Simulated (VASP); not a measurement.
A run of VASP 6.6.1 is set up as follows.

INCAR

```
SYSTEM = ZnF2
ALGO = Normal ; EDIFF = 1E-6
ENCUT = 600 ; GGA = PE
GGA_COMPAT = .FALSE. ; ISIF = 2
ISMEAR = -1 ; LASPH = .TRUE.
LCHARG = .TRUE. ; LELF = .TRUE.
LREAL = .FALSE. ; LVHAR = .TRUE.
LWAVE = .FALSE. ; NBANDS = 35
NELM = 120 ; PREC = Accurate
SIGMA = 0.1
```

File KPOINTS:

```
k-points
0
G
  4 4 6
  0 0 0
```

Contents of POSCAR:

```
ZnF2
1.0
    4.7186350000      0.0000000000      0.0000000000
    0.0000000000      4.7186350000      0.0000000000
    0.0000000000      0.0000000000      3.1430150000
Zn F
2 4
Direct
    0.0000000000      0.0000000000      0.0000000000
    0.5000000000      0.5000000000      0.5000000000
    0.3024000000      0.3024000000      0.0000000000
    0.1976000000      0.8024000000      0.5000000000
    0.6976000000      0.6976000000      0.0000000000
    0.8024000000      0.1976000000      0.5000000000
```

Potentials or basis: VASP PAW PBE potentials, release 64 (Zn, F).

The run is started by

```bash
$ cat potpaw_PBE.64/Zn/POTCAR potpaw_PBE.64/F/POTCAR > POTCAR
$ mpirun -np 1 vasp_std > vasp.out
```

(1) What does it give for the pressure?

(2) Estimate the largest force.

(3) Estimate the band gap on the k mesh.

## Answers

(1) 5.4 GPa.

(2) 0.024 eV/Å.

(3) 3.46 eV, direct.
